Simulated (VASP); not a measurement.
Crystal: Ni.

```
CELL_PARAMETERS angstrom
0.00000 1.75850 1.75850
1.75850 0.00000 1.75850
1.75850 1.75850 0.00000
ATOMIC_POSITIONS crystal
Ni 0.00000 0.00000 0.00000
```

Base run:

* Program: VASP 6.6.1
* Functional: PBE
* Potentials or basis: VASP PAW PBE potentials, release 64 (Ni)
* Cutoff: 520 eV
* k mesh: 12 × 12 × 12
* Occupations: fermi-dirac, width 0.1 eV
* Spin: collinear spin, ferromagnetic start
* Starting moments: [1.44] μB
* Fixed moment: 1.44 μB

Its results: pressure 11.2 GPa; site moments Ni +1.39 μB.

Question: The run is repeated on the same cell with these changes: fixed moment from 1.44 μB to 0.96 μB; moments at the start from [1.44] to [0.96]. What comes out?

Answer: Pressure 3.6 GPa; site moments Ni +0.95 μB.

Caveats: the total moment is fixed, so each spin has its own Fermi level.
